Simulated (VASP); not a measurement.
Write the native input for VASP 6.6.1 that does the following.

```
Task                               : single point
Functional                         : PBE0
Potentials or basis                : VASP PAW PBE potentials, release 64 (Cd, S)
Cutoff                             : 520 eV
k mesh                             : 4 × 4 × 4
Occupations                        : fermi-dirac, width 0.05 eV
Spin                               : no spin polarisation
Dipole correction                  : no
Grid for exact exchange (PRECFOCK) : Normal
Further INCAR settings             : ALGO = Normal; EDIFF = 1e-07; NBANDS = 16
```

Crystal: CdS (Hawleyite).

```xyz
2
Lattice="0.0000 2.9430 2.9430 2.9430 0.0000 2.9430 2.9430 2.9430 0.0000" Properties=species:S:1:pos:R:3 pbc="T T T"
Cd    0.0000    0.0000    0.0000
S     4.4145    4.4145    4.4145
```

The input as run:

POSCAR

```
CdS
1.0
    0.0000000000      2.9429896417      2.9429896417
    2.9429896417      0.0000000000      2.9429896417
    2.9429896417      2.9429896417      0.0000000000
Cd S
1 1
Direct
    0.0000000000      0.0000000000      0.0000000000
    0.7500000000      0.7500000000      0.7500000000
```

INCAR.step1

```
SYSTEM = CdS
PREC = Accurate ; ENCUT = 520
EDIFF = 1E-5 ; ISMEAR = -1
SIGMA = 0.05 ; LREAL = .False.
LASPH = .True. ; NELM = 60
ALGO = Normal ; ISIF = 2
LWAVE = .True. ; LCHARG = .False.
GGA = PE ; NBANDS = 16
```

INCAR.step2

```
SYSTEM = CdS
PREC = Accurate ; ENCUT = 520
EDIFF = 1E-7 ; ISMEAR = -1
SIGMA = 0.05 ; LREAL = .False.
LASPH = .True. ; NELM = 60
ALGO = Normal ; ISIF = 2
LWAVE = .False. ; LCHARG = .False.
GGA = PE ; LHFCALC = .True.
AEXX = 0.25 ; PRECFOCK = Normal
ISTART = 1 ; NBANDS = 16
```

KPOINTS

```
Automatic mesh
0
Gamma
  4 4 4
  0 0 0
```

Potentials or basis: VASP PAW PBE potentials, release 64 (Cd, S).

Command:

```console
$ cat potpaw_PBE.64/Cd/POTCAR potpaw_PBE.64/S/POTCAR > POTCAR
$ cp INCAR.step1 INCAR
$ mpirun -np 1 vasp_std > vasp.out
$ cp INCAR.step2 INCAR
$ mpirun -np 1 vasp_std > vasp.out
```

It gave:

The pressure is 0.2 GPa and the band gap on the k mesh is 2.83 eV, direct.

Caveat: the k points lie up to 0.46 Å⁻¹ apart; the PAW data sets were made with another functional, which shifts forces and pressure a little.

It took 7.5 min on 1 thread of Intel(R) Xeon(R) Platinum 8259CL CPU @ 2.50GHz (Skylake/Cascade Lake), with other jobs on the host, peak memory 0.18 GiB.
